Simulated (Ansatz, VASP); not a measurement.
**One calculation of CuO, two programs**

```
CELL_PARAMETERS angstrom
2.89857 0.00000 0.00000
0.03933 2.89835 0.00000
0.01761 0.01736 5.21062
ATOMIC_POSITIONS crystal
Cu 0.00000 0.50000 0.00000
Cu 0.50000 0.00000 0.50000
O 0.99842 0.00167 0.74989
O 0.00158 0.99833 0.25011
```

Alike in both runs: task single point; functional r2SCAN; k mesh 9 × 9 × 5; occupations fermi-dirac, width 0.05 eV; no spin polarisation.

```csv
,VASP,Ansatz
version,VASP 6.6.1,Ansatz 0.2.0
potentials or method,"VASP PAW PBE potentials, release 64 (Cu, O)",Ansatz PAW
plane-wave cutoff (eV),520,500
valence electrons in the cell,34,50
```

VASP gave:

- gap on the k mesh at the Fermi level (eV): none
- pressure (GPa): -3.1
- traceless stress, the component that is largest in VASP (GPa): -2.34
- rms of the force components (eV/Å): 0.005

Task: Estimate Ansatz's values.

Result: gap on the k mesh at the Fermi level (eV): none; pressure (GPa): -4.0; traceless stress, the component that is largest in VASP (GPa): -2.68; rms of the force components (eV/Å): 0.005.

VASP's potentials were made for PBE, not for r2SCAN. Atom by atom the forces differ by 0.000 eV/Å (rms over components). A gap of «none» marks a metal or a gap that the smearing closes. With one functional, cell and mesh, what is left measures potentials, basis and numerics. VASP's potentials hold 34 valence electrons a cell and Ansatz's 50, so a difference there can come from the potentials and not from the codes.
